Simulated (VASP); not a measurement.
Here is a VASP 6.6.1 calculation.

INCAR

```
PREC = Accurate ; ENCUT = 520
EDIFF = 1E-8 ; ISMEAR = -1
SIGMA = 0.05 ; LREAL = False
LASPH = True ; NELM = 150
ALGO = Normal ; ISIF = 2
LWAVE = False ; LCHARG = False
ISPIN = 2 ; MAGMOM = 1.5
LORBIT = 11 ; LMAXMIX = 4
LEFG = True ; NBANDS = 15
```

File KPOINTS:

```
regular mesh
0
Gamma
  20 20 20
```

Contents of POSCAR:

```
Ni
1.0
    0.0000000000      1.7149115000      1.7679500000
    1.7149115000      0.0000000000      1.7679500000
    1.7149115000      1.7149115000      0.0000000000
Ni
1
Direct
    0.0000000000      0.0000000000      0.0000000000
```

Potentials or basis: VASP PAW LDA potentials, release 64 (Ni).

Run with:

```console
$ cat potpaw_LDA.64/Ni/POTCAR > POTCAR
$ mpirun -np 1 vasp_std > vasp.out
```

Task: What does it give for the net moment?

Result: 0.60 μB per cell.

Task: Predict the pressure.

Result: -8.2 GPa.

Electric field gradients, principal values (V/Å²):
```tsv
atom	least	middle	greatest (by size)
1 Ni	-1.086	-1.092	2.178
```

Caveat: the cell differs from its parent crystal (equal xx and yy strain of -3 %); without QUAD_EFG the Cq values of the log hold for a quadrupole moment of 1 mb, not for the nuclei.
